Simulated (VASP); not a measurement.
# AlN (P6_3mc) in VASP: a series of runs

AlN is run at these levels: LDA, PBEsol; tasks: vibrations by perturbation theory, elastic constants.

All numbers are computed with VASP 6.6.1; they aren't measurements. Logs are shortened: lines on timing, memory, paths and dates and some standing lists are left out, and cuts for length are marked.

### 1 The cell of the first run

It takes space group P6_3mc (No. 186, hexagonal). Conventional cell: a = 3.113 Å, b = 3.113 Å, c = 4.981 Å, α = 90.00°, β = 90.00°, γ = 120.00°. Al (site symmetry 3m) has 4 N at 1.89 Å within 2.5 Å. Within 2.5 Å of N (site symmetry 3m) lie 4 Al at 1.89 Å.

### 2 Vibrations by perturbation theory, LDA

INCAR

```
ALGO = Normal ; EDIFF = 1E-8
ENCUT = 520 ; GGA = CA
IBRION = 8 ; ISIF = 2
ISMEAR = 0 ; LASPH = T
LCHARG = F ; LEPSILON = T
LREAL = F ; LWAVE = F
NBANDS = 16 ; NELM = 60
NSW = 1 ; PREC = Accurate
SIGMA = 0.01
```

KPOINTS

```
k-points
0
Gamma
  7 7 5
```

POSCAR

```
AlN
1.0
    3.1130000000      0.0000000000      0.0000000000
   -1.5565000000      2.6959370820      0.0000000000
    0.0000000000      0.0000000000      4.9810000000
Al N
2 2
Direct
    0.6666666667      0.3333333333      0.5000000000
    0.3333333333      0.6666666667      0.0000000000
    0.6666666667      0.3333333333      0.8800000000
    0.3333333333      0.6666666667      0.3800000000
```

Potentials or basis: VASP PAW LDA potentials, release 64 (Al, N).

The run is started by

```
$ cat potpaw_LDA.64/Al/POTCAR potpaw_LDA.64/N/POTCAR > POTCAR
$ mpirun -np 1 vasp_std > vasp.out
```

OUTCAR:

```text
EDIFF = 1E-8
   ENCUT = 520
   GGA = CA
   IBRION = 8
   ISIF = 2
   ISMEAR = 0
   LASPH = T
   LEPSILON = T
   LREAL = F
   NELM = 60
   NSW = 1
   PREC = Accurate

 ion  position               nearest neighbor table
   1  0.667  0.333  0.500-   3 1.89   4 1.89   4 1.89   4 1.89   2 3.07   2 3.07   2 3.07   2 3.07
                             2 3.07   2 3.07
   2  0.333  0.667  0.000-   4 1.89   3 1.89   3 1.89   3 1.89   1 3.07   1 3.07   1 3.07   1 3.07
                             1 3.07   1 3.07
   3  0.667  0.333  0.880-   1 1.89   2 1.89   2 1.89   2 1.89
   4  0.333  0.667  0.380-   2 1.89   1 1.89   1 1.89   1 1.89

  LATTYP: Found a hexagonal cell.
 ALAT       =     3.1130000000
 C/A-ratio  =     1.6000642467

  Lattice vectors:

 A1 = (   3.1130000000,   0.0000000000,   0.0000000000)
 A2 = (  -1.5565000000,   2.6959370820,   0.0000000000)
 A3 = (   0.0000000000,   0.0000000000,   4.9810000000)

Analysis of symmetry for initial positions (statically):
=====================================================================
 Subroutine PRICEL returns:
 Original cell was already a primitive cell.

 Routine SETGRP: Setting up the symmetry group for a
 hexagonal supercell.

 Subroutine GETGRP returns: Found 12 space group operations
 (whereof  6 operations were pure point group operations)
 out of a pool of 24 trial point group operations.

The static configuration has the point symmetry C_3v.
 The point group associated with its full space group is C_6v.

Analysis of symmetry for dynamics (positions and initial velocities):
=====================================================================
 Subroutine PRICEL returns:
 Original cell was already a primitive cell.

 Routine SETGRP: Setting up the symmetry group for a
 hexagonal supercell.

 Subroutine GETGRP returns: Found 12 space group operations
 (whereof  6 operations were pure point group operations)
 out of a pool of 24 trial point group operations.

The dynamic configuration has the point symmetry C_3v.
 The point group associated with its full space group is C_6v.

 Subroutine INISYM returns: Found 12 space group operations
 (whereof  6 operations are pure point group operations),
 and found     1 'primitive' translations

----------------------------------------------------------------------------------------

                                     Primitive cell

  volume of cell :      41.8028

  direct lattice vectors                    reciprocal lattice vectors
     3.113000000  0.000000000  0.000000000     0.321233537  0.185464269  0.000000000
    -1.556500000  2.695937082  0.000000000     0.000000000  0.370928538  0.000000000
     0.000000000  0.000000000  4.981000000     0.000000000  0.000000000  0.200762899

  length of vectors
     3.113000000  3.113000000  4.981000000     0.370928538  0.370928538  0.200762899

  position of ions in fractional coordinates (direct lattice)
     0.666666667  0.333333333  0.500000000
     0.333333333  0.666666667  0.000000000
     0.666666667  0.333333333  0.880000000
     0.333333333  0.666666667  0.380000000

  ion indices of the primitive-cell ions
   primitive index   ion index
                 1           1
                 2           2
                 3           3
                 4           4

----------------------------------------------------------------------------------------

 KPOINTS: k-points

Automatic generation of k-mesh.
 Grid dimensions read from file:
 generate k-points for:    7    7    5

 Generating k-lattice:

  Cartesian coordinates                     Fractional coordinates (reciprocal lattice)
     0.045890505  0.026494896  0.000000000     0.142857143  0.000000000  0.000000000
     0.000000000  0.052989791  0.000000000     0.000000000  0.142857143  0.000000000
     0.000000000  0.000000000  0.040152580     0.000000000  0.000000000  0.200000000
[... 604 lines left out ...]
  free energy    TOTEN  =        -0.42901149 eV

  energy without entropy =       -0.42901149

------------------------ aborting loop because EDIFF is reached ----------------------------------------

--------------------------------------- Ionic step        2  -------------------------------------------

------------------------ aborting loop because EDIFF is reached ----------------------------------------

--------------------------------------- Ionic step        3  -------------------------------------------

------------------------ aborting loop because EDIFF is reached ----------------------------------------

 PIEZOELECTRIC TENSOR FIELD DIRECTION 3  (e Angst)
 -----------------------------------------------------------------------------
     0.68661  0.00000 -0.00000           (  0.00958  0.00000 -0.00000)
     0.00000  0.68661  0.00000           (  0.00000  0.00958  0.00000)
     0.00000  0.00000 -1.02878           ( -0.00000  0.00000 -0.01405)

 PIEZOELECTRIC TENSOR FIELD DIRECTION 3  (C/m^2)
 -----------------------------------------------------------------------------
     0.26316  0.00000 -0.00000
     0.00000  0.26316  0.00000
     0.00000  0.00000 -0.39430

[... ionic steps 4 to 9 ...]

--------------------------------------- Ionic step       10  -------------------------------------------

------------------------ aborting loop because EDIFF is reached ----------------------------------------

[... ionic steps 11 to 11 ...]

--------------------------------------- Ionic step       12  -------------------------------------------

 Free energy of the ion-electron system (eV)
  ---------------------------------------------------
  ---------------------------------------------------
  free energy    TOTEN  =        -0.24993590 eV

  energy without entropy =       -0.24993590

------------------------ aborting loop because EDIFF is reached ----------------------------------------

 INTERNAL STRAIN TENSOR  FOR ION    3  DIRECTION 3   (eV/Angst):
 -----------------------------------------------------------------------------
     5.19681 -0.00000  0.00000
    -0.00000  5.19681  0.00000
    -0.00000  0.00000-12.51294

 MACROSCOPIC STATIC DIELECTRIC TENSOR (including local field effects in DFT)
 ------------------------------------------------------
           4.466444     0.000000     0.000000
           0.000000     4.466444     0.000000
           0.000000     0.000000     4.644397
 ------------------------------------------------------

 PIEZOELECTRIC TENSOR (including local field effects)  for field in x, y, z        (e  Angst)
          XX          YY          ZZ          XY          YZ          ZX
  --------------------------------------------------------------------------------
  x     0.00000     0.00000     0.00000     0.00000     0.00000     0.89269
  y    -0.00000     0.00000     0.00000     0.00000     0.89269     0.00000
  z     0.68661     0.68661    -1.02878     0.00000     0.00000     0.00000

 PIEZOELECTRIC TENSOR (including local field effects)  for field in x, y, z        (C/m^2)
          XX          YY          ZZ          XY          YZ          ZX
  --------------------------------------------------------------------------------
  x     0.00000     0.00000     0.00000     0.00000     0.00000     0.34214
  y    -0.00000     0.00000     0.00000     0.00000     0.34214     0.00000
  z     0.26316     0.26316    -0.39430     0.00000     0.00000     0.00000

 BORN EFFECTIVE CHARGES (including local field effects) (in |e|, cummulative output)
 ---------------------------------------------------------------------------------
 ion    1
    1     2.51638     0.00000     0.00000
    2     0.00000     2.51638     0.00000
    3     0.00000     0.00000     2.66768
 ion    2
    1     2.51638    -0.00000     0.00000
    2    -0.00000     2.51638    -0.00000
    3     0.00000    -0.00000     2.66768
 ion    3
    1    -2.51638     0.00000     0.00000
    2     0.00000    -2.51638     0.00000
    3     0.00000     0.00000    -2.66768
 ion    4
    1    -2.51638     0.00000     0.00000
    2     0.00000    -2.51638     0.00000
    3     0.00000     0.00000    -2.66768

 INTERNAL STRAIN TENSOR FOR ION    4 for displacements in x,y,z  (eV/Angst):
          X           Y           Z          XY          YZ          ZX
  --------------------------------------------------------------------------------
  x    -0.00000     0.00000     0.00000    -9.79355    -0.00000     4.99375
  y    -9.79355     9.79355    -0.00000     0.00000     5.13802     0.00000
  z     5.19681     5.19681   -12.51294     0.00000     0.00000     0.00000

 SECOND DERIVATIVES (NOT SYMMETRIZED)
 ------------------------------------
               1X          1Y          1Z          2X          2Y          2Z          3X          3Y          3Z          4X          4Y          4Z
  1X   -15.162148    0.000000    0.000000    0.654876   -0.000000   -0.000000    1.494193    0.000000   -0.000000   13.013079    0.000000   -0.000000
  1Y     0.000000  -15.162148    0.000000    0.000000    0.654876    0.000000    0.000000    1.494193    0.000000   -0.000000   13.013079    0.000000
  1Z     0.000000   -0.000000  -21.582709    0.000000    0.000000    8.442778    0.000000   -0.000000    6.663122    0.000000   -0.000000    6.476808
  2X     0.654876   -0.000000    0.000000  -15.162148    0.000000    0.000000   13.013079    0.000000    0.000000    1.494193    0.000000    0.000000
  2Y     0.000000    0.654876    0.000000   -0.000000  -15.162148    0.000000   -0.000000   13.013079    0.000000    0.000000    1.494193    0.000000
  2Z     0.000000    0.000000    8.442778    0.000000    0.000000  -21.582709    0.000000    0.000000    6.476808   -0.000000    0.000000    6.663122
  3X     1.494883    0.000000   -0.000000   13.013733    0.000000    0.000000  -15.214095   -0.000000    0.000000    0.705479    0.000000    0.000000
  3Y    -0.000000    1.494883    0.000000    0.000000   13.013733    0.000000    0.000000  -15.214095    0.000000    0.000000    0.705479    0.000000
  3Z     0.000000    0.000000    6.645983   -0.000000    0.000000    6.488596   -0.000000    0.000000  -20.056946    0.000000    0.000000    6.922367
  4X    13.013733    0.000000   -0.000000    1.494883    0.000000    0.000000    0.705479    0.000000   -0.000000  -15.214095   -0.000000    0.000000
  4Y     0.000000   13.013733    0.000000   -0.000000    1.494883   -0.000000    0.000000    0.705479    0.000000    0.000000  -15.214095    0.000000
  4Z     0.000000   -0.000000    6.488596    0.000000    0.000000    6.645983   -0.000000    0.000000    6.922367    0.000000    0.000000  -20.056946

 Eigenvectors and eigenvalues of the dynamical matrix
 ----------------------------------------------------

   1 f  =   21.701885 THz   136.356965 2PiTHz  723.896961 cm-1    89.751744 meV
             X         Y         Z           dx          dy          dz
      1.556500  0.898646  2.490500     0.000000   -0.000000    0.007678
     -0.000000  1.797291  0.000000     0.000000   -0.000000   -0.007678
      1.556500  0.898646  4.383280    -0.000000    0.000000   -0.707065
     -0.000000  1.797291  1.892780    -0.000000    0.000000    0.707065
[... 71 lines left out ...]
  12 f/i=    0.001803 THz     0.011327 2PiTHz    0.060132 cm-1     0.007455 meV
             X         Y         Z           dx          dy          dz
      1.556500  0.898646  2.490500    -0.000000   -0.000000   -0.573703
     -0.000000  1.797291  0.000000    -0.000000   -0.000000   -0.573703
      1.556500  0.898646  4.383280    -0.000000   -0.000000   -0.413358
     -0.000000  1.797291  1.892780    -0.000000   -0.000000   -0.413358

--------------------------------------------------------------------------------------------------------

 MACROSCOPIC STATIC DIELECTRIC TENSOR IONIC CONTRIBUTION
 ------------------------------------------------------
           3.778666    -0.000000    -0.000000
          -0.000000     3.778666    -0.000000
          -0.000000    -0.000000     4.689788
 ------------------------------------------------------

 ELASTIC MODULI CONTR FROM IONIC RELAXATION (kBar)
 Direction    XX          YY          ZZ          XY          YZ          ZX
 --------------------------------------------------------------------------------
 XX        -625.1883    309.0227    380.6744     -0.0000     -0.0000     -0.0000
 YY         309.0227   -625.1883    380.6744      0.0000      0.0000      0.0000
 ZZ         380.6744    380.6744   -916.6906      0.0000     -0.0000     -0.0000
 XY          -0.0000      0.0000      0.0000   -467.1055      0.0000     -0.0000
 YZ          -0.0000      0.0000     -0.0000      0.0000   -125.5850      0.0000
 ZX          -0.0000      0.0000     -0.0000     -0.0000      0.0000   -130.0494
 --------------------------------------------------------------------------------

 PIEZOELECTRIC TENSOR IONIC CONTR  for field in x, y, z        (C/m^2)
          XX          YY          ZZ          XY          YZ          ZX
  --------------------------------------------------------------------------------
  x    -0.00000     0.00000    -0.00000    -0.00000     0.00000    -0.65962
  y    -0.00000     0.00000    -0.00000     0.00000    -0.64820     0.00000
  z    -0.81020    -0.81020     1.95101    -0.00000     0.00000     0.00000
```

It took 7.8 min on 1 thread of AMD EPYC 7R43 (Zen 3), shared host; peak memory 0.28 GiB.

Results:

- Electronic dielectric tensor (diagonal): 4.47, 4.47, 4.64
- Born charges (mean of the diagonal): Al +2.57; N -2.57 e
- Highest phonon frequency at Γ, LO-TO splitting left out: 724 cm⁻¹

Phonon frequencies in cm⁻¹ (negative: imaginary):
```csv
q point,frequencies
"(0.000, 0.000, 0.000)",0 0 0 238 238 550 623 642 642 654 654 724
```

Electronic dielectric tensor:
```
4.47 0.00 0.00
0.00 4.47 0.00
0.00 0.00 4.64
```

Born effective charge tensors (e):
atom 1, Al
```
2.52 0.00 0.00
0.00 2.52 0.00
0.00 0.00 2.67
```
atom 2, Al
```
2.52 0.00 0.00
0.00 2.52 0.00
0.00 0.00 2.67
```
atom 3, N
```
-2.52  0.00  0.00
 0.00 -2.52  0.00
 0.00  0.00 -2.67
```
atom 4, N
```
-2.52  0.00  0.00
 0.00 -2.52  0.00
 0.00  0.00 -2.67
```

Caveat: the cell wasn't relaxed at this level first, which shifts response properties.

### 3 Elastic constants, LDA

INCAR

```
SYSTEM = AlN
  PREC = Accurate
  ENCUT = 600
  EDIFF = 1E-8
  ISMEAR = 0
  SIGMA = 0.01
  LREAL = .FALSE.
  LASPH = .TRUE.
  NELM = 100
  ALGO = Normal
  ISIF = 3
  LWAVE = .FALSE.
  LCHARG = .FALSE.
  NBANDS = 16
  IBRION = 6
  NFREE = 2
  POTIM = 0.015
  NSW = 1
```

KPOINTS

```
Automatic mesh
0
G
  7 7 5
  0 0 0
```

POSCAR is that of step 2.

Potentials or basis: VASP PAW LDA potentials, release 64 (Al, N).

The run is started by

```
$ cat potpaw_LDA.64/Al/POTCAR potpaw_LDA.64/N/POTCAR > POTCAR
$ mpirun -np 1 vasp_std > vasp.out
```

It took 20 min on 1 thread of AMD EPYC 9R45, shared host; peak memory 0.26 GiB.

The run converged. Its results:

- Voigt bulk modulus: 199 GPa
- Highest phonon frequency at Γ, LO-TO splitting left out: 724 cm⁻¹

Phonon frequencies in cm⁻¹ (negative: imaginary):
```tsv
q point	frequencies
(0.000, 0.000, 0.000)	0 0 0 238 238 550 623 642 642 654 654 724
```

Elastic tensor in Voigt notation (GPa, in the Cartesian axes of the cell as first typed):
```
381 129 100   0   0   0
129 381 100   0   0   0
100 100 368   0   0   0
  0   0   0 113   0   0
  0   0   0   0 113   0
  0   0   0   0   0 126
```

Clamped-ion elastic tensor (GPa):
```
445  97  62   0   0   0
 97 445  62   0   0   0
 62  62 460   0   0   0
  0   0   0 127   0   0
  0   0   0   0 127   0
  0   0   0   0   0 174
```

Caveat: the cell is under stress, which shifts elastic constants.

### 4 Elastic constants, PBEsol

INCAR

```
PREC     = Accurate       # precision mode
ENCUT    = 600            # plane-wave cutoff, eV
EDIFF    = 1E-8           # SCF threshold, eV
ISMEAR   = 0              # smearing method
SIGMA    = 0.01           # smearing width, eV
LREAL    = False          # projectors in reciprocal space
LASPH    = True           # aspherical terms in the spheres
NELM     = 80             # most SCF steps
ALGO     = Normal         # electronic algorithm
ISIF     = 3              # what is computed and relaxed
LWAVE    = False          # write WAVECAR
LCHARG   = True           # write CHGCAR
GGA      = PS             # functional
IBRION   = 6              # ionic algorithm
NFREE    = 2            
POTIM    = 0.015          # step
NSW      = 1              # ionic steps
```

KPOINTS

```
Automatic mesh
0
Gamma
  7 7 5
```

POSCAR is that of step 3.

Potentials or basis: VASP PAW PBE potentials, release 64 (Al, N).

The run is started by

```
$ cat potpaw_PBE.64/Al/POTCAR potpaw_PBE.64/N/POTCAR > POTCAR
$ mpirun -np 1 vasp_std > vasp.out
```

It took 4 min on 1 thread of Intel Xeon 6975P-C (Granite Rapids), shared host; peak memory 0.28 GiB.

It converged, with:

```
Voigt bulk modulus                                      : 203 GPa
Highest phonon frequency at Γ, LO-TO splitting left out : 726 cm⁻¹
```

Phonon frequencies in cm⁻¹ (negative: imaginary):
```tsv
q point	frequencies
(0.000, 0.000, 0.000)	0 0 0 233 233 551 627 649 649 659 659 726
```

Elastic tensor in Voigt notation (GPa, in the Cartesian axes of the cell as first typed):
```
380 136 107   0   0   0
136 380 107   0   0   0
107 107 365   0   0   0
  0   0   0 110   0   0
  0   0   0   0 110   0
  0   0   0   0   0 122
```

Clamped-ion elastic tensor (GPa):
```
450 101  64   0   0   0
101 450  64   0   0   0
 64  64 466   0   0   0
  0   0   0 125   0   0
  0   0   0   0 125   0
  0   0   0   0   0 174
```

Caveat: the PAW data sets were made with another functional, which shifts forces and pressure a little.

(Part 1 of 2 ends here.)
